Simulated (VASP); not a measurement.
Input of a VASP 6.6.1 run:

INCAR

```
PREC     = Accurate       # precision mode
ENCUT    = 520            # plane-wave cutoff, eV
EDIFF    = 1E-6           # SCF threshold, eV
ISMEAR   = 0              # smearing method
SIGMA    = 0.1            # smearing width, eV
LREAL    = False          # projectors in reciprocal space
LASPH    = True           # aspherical terms in the spheres
NELM     = 80             # most SCF steps
ALGO     = Normal         # electronic algorithm
ISIF     = 2              # what is computed and relaxed
LWAVE    = False          # write WAVECAR
LCHARG   = False          # write CHGCAR
GGA      = PE             # functional
NBANDS   = 31             # bands
```

Contents of KPOINTS:

```
regular mesh
0
Gamma
  12 12 12
```

Contents of POSCAR:

```
Hf3Si2O
1.0
    2.9712315547      1.7154413379      3.1691329882
   -2.9712315547      1.7154413379      3.1691329882
    0.0000000000     -3.4308826758      3.1691329882
Hf Si O
3 2 1
Direct
    0.5000000000      0.0000000000      0.0000000000
    0.0000000000      0.5000000000      0.0000000000
    0.0000000000      0.0000000000      0.5000000000
    0.6173720725      0.6173720725      0.6173720725
    0.3826279275      0.3826279275      0.3826279275
    0.0000000000      0.0000000000      0.0000000000
```

Potentials or basis: VASP PAW PBE potentials, release 64 (Hf_pv, Si, O).

The run is started by

```bash
$ cat potpaw_PBE.64/Hf_pv/POTCAR potpaw_PBE.64/Si/POTCAR potpaw_PBE.64/O/POTCAR > POTCAR
$ mpirun -np 1 vasp_std > vasp.out
```

Question: Estimate the band gap on the k mesh.

Answer: Zero (band 22 reaches 7.78 eV, above the bottom of band 23 at 5.71 eV).

Question: Predict the pressure.

Answer: -0.9 GPa.

Forces in eV/Å, atoms in the order of the input:
```
Hf   0.000  0.000  0.000
Hf   0.000  0.000  0.000
Hf   0.000  0.000  0.000
Si   0.000  0.000 -0.012
Si   0.000  0.000  0.012
O    0.000  0.000  0.000
```

Caveat: spin-orbit coupling is left out, which moves the levels of the heavy elements.
